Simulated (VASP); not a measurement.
Crystal: Cu.

```xyz
1
Lattice="0.0000 1.8075 1.8075 1.8075 0.0000 1.8075 1.8075 1.8075 0.0000" Properties=species:S:1:pos:R:3 pbc="T T T"
Cu    0.0000    0.0000    0.0000
```

| Quantity | Value |
| --- | --- |
| Program | VASP 6.6.1 |
| Task | relaxation of cell and atoms |
| Functional | PBEsol |
| Potentials or basis | VASP PAW PBE potentials, release 64 (Cu) |
| Cutoff | 600 eV |
| k mesh | 16 × 16 × 16 |
| Occupations | fermi-dirac, width 0.08 eV |
| Spin | no spin polarisation |

At the start: pressure -5.6 GPa; volume 11.81 Å³/atom.

**Question.** How do energy, volume and symmetry change on relaxing?

**Answer.** Over 3 steps the energy falls by 8.1 meV/atom and the volume is 11.37 Å³/atom (-3.7 %); space group Fm-3m (No. 225, to 0.05 Å).

Step by step:
```
step  energy change (eV)  largest force (eV/Å)  pressure (GPa)  volume (Å³)
   1              0.0000                0.0000           -5.64        11.81
   2             -0.0050                0.0000            3.97        11.11
   3             -0.0081                0.0000            0.01        11.37
```

Final structure:
```
CELL_PARAMETERS angstrom
0.00000 1.78480 1.78480
1.78480 0.00000 1.78480
1.78480 1.78480 0.00000
ATOMIC_POSITIONS crystal
Cu 0.00000 0.00000 0.00000
```

Caveat: the PAW data sets were made with another functional, which shifts forces and pressure a little.
